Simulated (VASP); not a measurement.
# TePb (I4/mmm) in VASP: notebook

TePb is run at these levels: PBE; tasks: single point.

All numbers are computed with VASP 6.6.1; they aren't measurements. Logs are shortened: lines on timing, memory, paths and dates and some standing lists are left out, and cuts for length are marked.

## 1. The cell of the first run

Symmetry: I4/mmm, No. 139, tetragonal system. Conventional cell: a = 4.579 Å, b = 4.579 Å, c = 6.684 Å, α = 90.00°, β = 90.00°, γ = 90.00°. Within 4.3 Å of Te (site symmetry 4/mmm) lie 6 Pb at 3.24 to 3.34 Å. Pb (site symmetry 4/mmm) has 6 Te at 3.24 to 3.34 Å within 4.3 Å.

## 2. Single point, PBE

The input, INCAR:

```
SYSTEM = TePb
PREC = Accurate ; ENCUT = 500
EDIFF = 1E-6 ; ISMEAR = 0
SIGMA = 0.1 ; LREAL = .False.
LASPH = .True. ; NELM = 120
ALGO = Normal ; ISIF = 2
LWAVE = .False. ; LCHARG = .False.
GGA = PE ; NBANDS = 28
GGA_COMPAT = .False.
```

The input, KPOINTS:

```
Automatic mesh
0
Gamma
  4 4 4
  0 0 0
```

The input, POSCAR:

```
TePb
1.0
    4.5788739118      0.0000000000      0.0000000000
    0.0000000000      4.5788739118      0.0000000000
    0.0000000000      0.0000000000      6.6843422326
Te Pb
2 2
Direct
    0.0000000000      0.0000000000      0.0000000000
    0.5000000000      0.5000000000      0.5000000000
    0.5000000000      0.5000000000      0.0000000000
    0.0000000000      0.0000000000      0.5000000000
```

Potentials or basis: VASP PAW PBE potentials, release 64 (Te, Pb_d).

Run with:

```
$ cat potpaw_PBE.64/Te/POTCAR potpaw_PBE.64/Pb_d/POTCAR > POTCAR
$ mpirun -np 1 vasp_std > vasp.out
```

OUTCAR:

```text
SYSTEM = TePb
   PREC = Accurate
   ENCUT = 500
   EDIFF = 1E-6
   ISMEAR = 0
   LREAL = .False.
   LASPH = .True.
   NELM = 120
   ISIF = 2
   GGA = PE

 ion  position               nearest neighbor table
   1  0.000  0.000  0.000-   3 3.24   3 3.24   3 3.24   3 3.24   4 3.34   4 3.34
   2  0.500  0.500  0.500-   4 3.24   4 3.24   4 3.24   4 3.24   3 3.34   3 3.34
   3  0.500  0.500  0.000-   1 3.24   1 3.24   1 3.24   1 3.24   2 3.34   2 3.34
   4  0.000  0.000  0.500-   2 3.24   2 3.24   2 3.24   2 3.24   1 3.34   1 3.34

  LATTYP: Found a simple tetragonal cell.
 ALAT       =     4.5788739118
 C/A-ratio  =     1.4598222972

  Lattice vectors:

 A1 = (   4.5788739118,   0.0000000000,   0.0000000000)
 A2 = (   0.0000000000,   4.5788739118,   0.0000000000)
 A3 = (   0.0000000000,   0.0000000000,   6.6843422326)

Analysis of symmetry for initial positions (statically):
=====================================================================
 Subroutine PRICEL returns following result:

  LATTYP: Found a body centered tetragonal cell.
 ALAT       =     4.5788739118
 C/A-ratio  =     1.4598222972

  Lattice vectors:

 A1 = (   2.2894369559,  -2.2894369559,  -3.3421711163)
 A2 = (  -2.2894369559,   2.2894369559,  -3.3421711163)
 A3 = (   2.2894369559,   2.2894369559,   3.3421711163)

   2 primitive cells build up your supercell.

 Routine SETGRP: Setting up the symmetry group for a
 simple tetragonal supercell.

 Subroutine GETGRP returns: Found 16 space group operations
 (whereof 16 operations were pure point group operations)
 out of a pool of 16 trial point group operations.

The static configuration has the point symmetry D_4h.

Analysis of symmetry for dynamics (positions and initial velocities):
=====================================================================
 Subroutine PRICEL returns following result:

  LATTYP: Found a body centered tetragonal cell.
 ALAT       =     4.5788739118
 C/A-ratio  =     1.4598222972

  Lattice vectors:

 A1 = (   2.2894369559,  -2.2894369559,  -3.3421711163)
 A2 = (  -2.2894369559,   2.2894369559,  -3.3421711163)
 A3 = (   2.2894369559,   2.2894369559,   3.3421711163)

   2 primitive cells build up your supercell.

 Routine SETGRP: Setting up the symmetry group for a
 simple tetragonal supercell.

 Subroutine GETGRP returns: Found 16 space group operations
 (whereof 16 operations were pure point group operations)
 out of a pool of 16 trial point group operations.

The dynamic configuration has the point symmetry D_4h.

 Subroutine INISYM returns: Found 16 space group operations
 (whereof 16 operations are pure point group operations),
 and found     2 'primitive' translations

----------------------------------------------------------------------------------------

                                     Primitive cell

  volume of cell :      70.0722

  direct lattice vectors                    reciprocal lattice vectors
     2.289436956 -2.289436956 -3.342171116     0.218394308  0.000000000 -0.149603351
    -2.289436956  2.289436956 -3.342171116     0.000000000  0.218394308 -0.149603351
     2.289436956  2.289436956  3.342171116     0.218394308  0.218394308  0.000000000

  length of vectors
     4.653294631  4.653294631  4.653294631     0.264721054  0.264721054  0.308856193

  position of ions in fractional coordinates (direct lattice)
     0.000000000  0.000000000  0.000000000
     0.500000000  0.500000000  0.000000000

  ion indices of the primitive-cell ions
   primitive index   ion index
                 1           1
                 2           4

----------------------------------------------------------------------------------------

 KPOINTS: Automatic mesh

Automatic generation of k-mesh.
 Grid dimensions read from file:
 generate k-points for:    4    4    4

 Generating k-lattice:

  Cartesian coordinates                     Fractional coordinates (reciprocal lattice)
     0.054598577  0.000000000  0.000000000     0.250000000  0.000000000  0.000000000
     0.000000000  0.054598577  0.000000000     0.000000000  0.250000000  0.000000000
     0.000000000  0.000000000  0.037400838     0.000000000  0.000000000  0.250000000

  Length of vectors
     0.054598577  0.054598577  0.037400838

  Shift w.r.t. Gamma in fractional coordinates (k-lattice)
     0.000000000  0.000000000  0.000000000

 Subroutine IBZKPT returns following result:
 ===========================================

 Found     18 irreducible k-points:

 Following reciprocal coordinates:
            Coordinates               Weight
  0.000000  0.000000  0.000000      1.000000
  0.250000  0.000000  0.000000      4.000000
  0.500000  0.000000  0.000000      2.000000
  0.250000  0.250000  0.000000      4.000000
  0.500000  0.250000  0.000000      4.000000
  0.500000  0.500000  0.000000      1.000000
[... 10 lines left out ...]
  0.500000  0.250000  0.500000      4.000000
  0.500000  0.500000  0.500000      1.000000
   k-points           NKPTS =     18   k-points in BZ     NKDIM =     18   number of bands    NBANDS=     28
   number of dos      NEDOS =    301   number of ions     NIONS =      4
   total plane-waves  NPLWV =  64800
   dimension x,y,z NGX =    36 NGY =   36 NGZ =   50
   dimension x,y,z NGXF=    72 NGYF=   72 NGZF=  100
   ions per type =               2   2
   NGX,Y,Z   is equivalent  to a cutoff of  13.07, 13.07, 12.44 a.u.
   NGXF,Y,Z  is equivalent  to a cutoff of  26.14, 26.14, 24.87 a.u.
 SYSTEM =  TePb
   PREC   = accura    normal or accurate (medium, high low for compatibility)
   ISTART =      0    job   : 0-new  1-cont  2-samecut
   ICHARG =      2    charge: 1-file 2-atom 10-const
   ISPIN  =      1    spin polarized calculation?
   LNONCOLLINEAR =      F non collinear calculations
   LSORBIT =      F    spin-orbit coupling
   LASPH  =      T    aspherical Exc in radial PAW
   ENCUT  =  500.0 eV  36.75 Ry    6.06 a.u.   8.35  8.35 12.19*2*pi/ulx,y,z
   NELM   =    120;   NELMIN=  2; NELMDL= -5     # of ELM steps
   EDIFF  = 0.1E-05   stopping-criterion for ELM
   LREAL  =      F    real-space projection
   EDIFFG = 0.1E-04   stopping-criterion for IOM
   NSW    =      0    number of steps for IOM
   IBRION =     -1    ionic relax: 0-MD 1-quasi-New 2-CG
   NFREE  =      0    steps in history (QN), initial steepest desc. (CG)
   ISIF   =      2    stress and relaxation
   ISYM   =      2    0-nonsym 1-usesym 2-fastsym
   POTIM  = 0.5000    time-step for ionic-motion
   TEBEG  =    0.0;   TEEND  =   0.0 temperature during run
   PSTRESS=    0.0 pullay stress
   NELECT =      40.0000    total number of electrons
   NUPDOWN=      -1.0000    fix difference up-down
   EMIN   =  10.00;   EMAX   =-10.00  energy-range for DOS
   EFERMI =   0.00;   METHOD = LEGACY
   ISMEAR =     0;   SIGMA  =   0.10  broadening in eV -4-tet -1-fermi 0-gaus
   EFERMI_NEDOS =   21; number of points for ismear=-14 and -15
   IALGO  =     38    algorithm
   IMIX   =      4    mixing-type and parameters
     AMIX     =   0.40;   BMIX     =  1.00
     AMIX_MAG =   1.60;   BMIX_MAG =  1.00
  volume/ion in A,a.u.               =      35.04       236.44
  Fermi-wavevector in a.u.,A,eV,Ry     =   1.077878  2.036893 15.807525  1.161820
  Thomas-Fermi vector in A             =   2.213801
   LORBIT       =      0    0 simple, 1 ext, 2 COOP (PROOUT), +10 PAW based schemes
   GGA     = PE    functional components
   LHFCALC =     F    Hartree Fock is set to
   AEXX    =    0.0000 exact exchange contribution
   IVDW    =     0    specifies the selected vdW correction
   LEPSILON=     F    determine dielectric tensor
   LRPA    =     F    only Hartree local field effects (RPA)
 non-spin polarized calculation
 Gauss-broadening in eV      SIGMA  =   0.10
  energy-cutoff  :      500.00
  volume of cell :      140.14
 maximum number of plane-waves:      3588
 NGX is ok and might be reduce to    36
   NGX = 17   NGY = 17   NGZ = 25

 number of electron      40.0000017 magnetization

 Free energy of the ion-electron system (eV)
  ---------------------------------------------------
  ext. energy  EPLUGINS =         0.00000000
  ---------------------------------------------------
  free energy    TOTEN  =       -14.99743932 eV

  energy without entropy =      -14.99743932  energy(sigma->0) =      -14.99743932

 E-fermi :   5.5442     XC(G=0):  -9.1306

 val. band max:        5.1610298519   @ k =   0.5000   0.0000   0.5000
 cond. band min:       5.9274113335   @ k =   0.5000   0.0000   0.5000
 fundamental gap:      0.7663814816
 Fermi energy:         5.5441760609

 k-point     1 :       0.0000    0.0000    0.0000
  band No.  band energies     occupation
      1     -11.5818      2.00000
      2     -11.5359      2.00000
      3     -11.5244      2.00000
      4     -11.5244      2.00000
      5     -11.5214      2.00000
      6     -11.5205      2.00000
[... 20 lines left out ...]
     27      10.9022      0.00000
     28      11.0930      0.00000

 k-point     2 :       0.2500    0.0000    0.0000
  band No.  band energies     occupation
      1     -11.5685      2.00000
      2     -11.5364      2.00000
      3     -11.5270      2.00000
      4     -11.5244      2.00000
      5     -11.5212      2.00000
      6     -11.5212      2.00000
[... 20 lines left out ...]
     27      10.6449      0.00000
     28      10.8681      0.00000

 k-point     3 :       0.5000    0.0000    0.0000
  band No.  band energies     occupation
      1     -11.5470      2.00000
      2     -11.5470      2.00000
      3     -11.5318      2.00000
      4     -11.5318      2.00000
      5     -11.5202      2.00000
      6     -11.5202      2.00000
[... 20 lines left out ...]
     27      11.9968      0.00000
     28      11.9968      0.00000

 k-point     4 :       0.2500    0.2500    0.0000
  band No.  band energies     occupation
      1     -11.5642      2.00000
      2     -11.5462      2.00000
      3     -11.5287      2.00000
      4     -11.5270      2.00000
      5     -11.5263      2.00000
      6     -11.5190      2.00000
[... 392 lines left out ...]
     27      11.9669      0.00000
     28      11.9669      0.00000

 k-point    17 :       0.5000    0.2500    0.5000
  band No.  band energies     occupation
      1     -11.5489      2.00000
      2     -11.5489      2.00000
      3     -11.5385      2.00000
      4     -11.5385      2.00000
      5     -11.5193      2.00000
      6     -11.5193      2.00000
[... 20 lines left out ...]
     27      11.8617      0.00000
     28      11.8617      0.00000

 k-point    18 :       0.5000    0.5000    0.5000
  band No.  band energies     occupation
      1     -11.5629      2.00000
      2     -11.5629      2.00000
      3     -11.5326      2.00000
      4     -11.5326      2.00000
      5     -11.5191      2.00000
      6     -11.5191      2.00000
[... 20 lines left out ...]
     27      11.9327      0.00000
     28      11.9327      0.00000

------------------------ aborting loop because EDIFF is reached ----------------------------------------

  FORCE on cell =-STRESS in cart. coord.  units (eV):
  Direction    XX          YY          ZZ          XY          YZ          ZX
  --------------------------------------------------------------------------------------
  -------------------------------------------------------------------------------------
  Total        1.4422115      1.4422115     -1.4813107      0.0000000     -0.0000000     -0.0000000
  in kB       16.4878300     16.4878300    -16.9348247      0.0000000     -0.0000000     -0.0000000
  external PRESSURE =       5.3469451 kB  Pullay stress =       0.0000000 kB

 VOLUME and BASIS-vectors are now :
 -----------------------------------------------------------------------------
  energy-cutoff  :      500.00
  volume of cell :      140.14
      direct lattice vectors                 reciprocal lattice vectors
     4.578873912  0.000000000  0.000000000     0.218394308  0.000000000  0.000000000
     0.000000000  4.578873912  0.000000000     0.000000000  0.218394308  0.000000000
     0.000000000  0.000000000  6.684342233     0.000000000  0.000000000  0.149603351

 POSITION                                       TOTAL-FORCE (eV/Angst)
 -----------------------------------------------------------------------------------
      0.00000      0.00000      0.00000        -0.000000     -0.000000     -0.000000
      2.28944      2.28944      3.34217        -0.000000     -0.000000     -0.000000
      2.28944      2.28944      0.00000         0.000000      0.000000     -0.000000
      0.00000      0.00000      3.34217        -0.000000     -0.000000      0.000000
 -----------------------------------------------------------------------------------
    total drift:                                0.000000      0.000000      0.000000

  FREE ENERGIE OF THE ION-ELECTRON SYSTEM (eV)
  ---------------------------------------------------
  free  energy   TOTEN  =       -14.9974393224 eV

  energy  without entropy=      -14.9974393194  energy(sigma->0) =      -14.99743932
```

Wall time 1.7 min (1 thread of Intel Xeon 8259CL, shared host); peak memory 0.27 GiB.

Results:

| Quantity | Value |
| --- | --- |
| Free energy | -14.9974 eV |
| Pressure | 0.5 GPa |
| Band gap on the k mesh | 0.77 eV |

Caveat: spin-orbit coupling is left out, which moves the levels of the heavy elements.

## 3. Single point, PBE

This run uses another cell than the first one, of 34.54 Å³/atom.

The input, INCAR:

```
SYSTEM = TePb
PREC     = Accurate       ! precision mode
ENCUT    = 500            ! plane-wave cutoff, eV
EDIFF    = 1E-6           ! SCF threshold, eV
ISMEAR   = 0              ! smearing method
SIGMA    = 0.02           ! smearing width, eV
LREAL    = .False.        ! projectors in reciprocal space
LASPH    = .True.         ! aspherical terms in the spheres
NELM     = 120            ! most SCF steps
ALGO     = Normal         ! electronic algorithm
ISIF     = 2              ! what is computed and relaxed
LWAVE    = .False.        ! write WAVECAR
LCHARG   = .False.        ! write CHGCAR
GGA      = PE             ! functional
NBANDS   = 28             ! bands
GGA_COMPAT= .False.
```

The input, KPOINTS:

```
regular mesh
0
Gamma
  6 6 4
  0 0 0
```

POSCAR, as its differences from that of step 2:

```diff
@@ -4,3 +4,3 @@
     0.0000000000      4.5788739118      0.0000000000
-    0.0000000000      0.0000000000      6.6843422326
+    0.0000000000      0.0000000000      6.5896472447
 Te Pb
```

Potentials or basis: VASP PAW PBE potentials, release 64 (Te, Pb_d).

Run with:

```
$ cat potpaw_PBE.64/Te/POTCAR potpaw_PBE.64/Pb_d/POTCAR > POTCAR
$ mpirun -np 1 vasp_std > vasp.out
```

Wall time 2.4 min (1 thread of Intel Xeon 8259CL, shared host); peak memory 0.3 GiB.

The run converged. Its results:

* Free energy: -15.0233 eV
* Pressure: 1.1 GPa
* Band gap on the k mesh: 0.77 eV

Stress tensor (GPa, compression positive):
```
 1.60  0.00  0.00
 0.00  1.60  0.00
 0.00  0.00 -0.06
```

Levels at points of the mesh, in eV from the valence-band top:
| k point | band 18 | band 19 | band 20 | band 21 | band 22 | band 23 |
| --- | --- | --- | --- | --- | --- | --- |
| (0.00, 0.00, 0.00) | -1.32 | -1.32 | -1.15 | 3.42 | 3.79 | 4.18 |
| (0.50, 0.00, 0.00) | -0.96 | -0.50 | -0.50 | 1.67 | 1.67 | 1.80 |
| (0.50, 0.50, 0.00) | -2.77 | -2.59 | -2.59 | 3.37 | 3.37 | 5.15 |
| (0.00, 0.00, 0.50) | -2.05 | -1.44 | -1.44 | 2.55 | 2.55 | 4.16 |
| (0.50, 0.00, 0.50) | -0.79 | 0.00 | 0.00 | 0.77 | 0.77 | 1.30 |
| (0.50, 0.50, 0.50) | -3.67 | -0.40 | -0.40 | 1.64 | 1.64 | 5.24 |

Caveat: spin-orbit coupling is left out, which moves the levels of the heavy elements. A k mesh can miss the band edges.

(Continued in part 2 of 2.)
